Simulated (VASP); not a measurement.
Input of a VASP 6.6.1 run:

The input INCAR:

```
ALGO = Normal ; EDIFF = 1E-6
ENCUT = 520 ; GGA = PS
ISIF = 2 ; ISMEAR = -1
LASPH = T ; LCHARG = F
LREAL = F ; LWAVE = F
NBANDS = 18 ; NELM = 80
PREC = Accurate ; SIGMA = 0.05
```

KPOINTS

```
k-points
0
Gamma
  7 1 5
```

Contents of POSCAR:

```
P
1.0
    3.3165649972      0.0000000000      0.0000000000
    0.0000000000     35.2056012999      0.0000000000
    0.0000000000      0.0000000000      4.6320847100
P
4
Direct
    0.5000000000      0.9704194064      0.9100856070
    0.5000000000      0.0295805936      0.0899143930
    0.0000000000      0.0295805936      0.4100856070
    0.0000000000      0.9704194064      0.5899143930
```

Potentials or basis: VASP PAW PBE potentials, release 64 (P).

The run is started by

```sh
$ cat potpaw_PBE.64/P/POTCAR > POTCAR
$ mpirun -np 1 vasp_std > vasp.out
```

Q: Estimate the band gap on the k mesh.

A: 0.98 eV, direct.

Q: Estimate the largest force.

A: 0.016 eV/Å.

Forces on the atoms (eV/Å):
```
P    0.000  0.013 -0.009
P    0.000 -0.013  0.009
P    0.000 -0.013 -0.009
P    0.000  0.013  0.009
```

Caveat: the PAW data sets were made with another functional, which shifts forces and pressure a little.
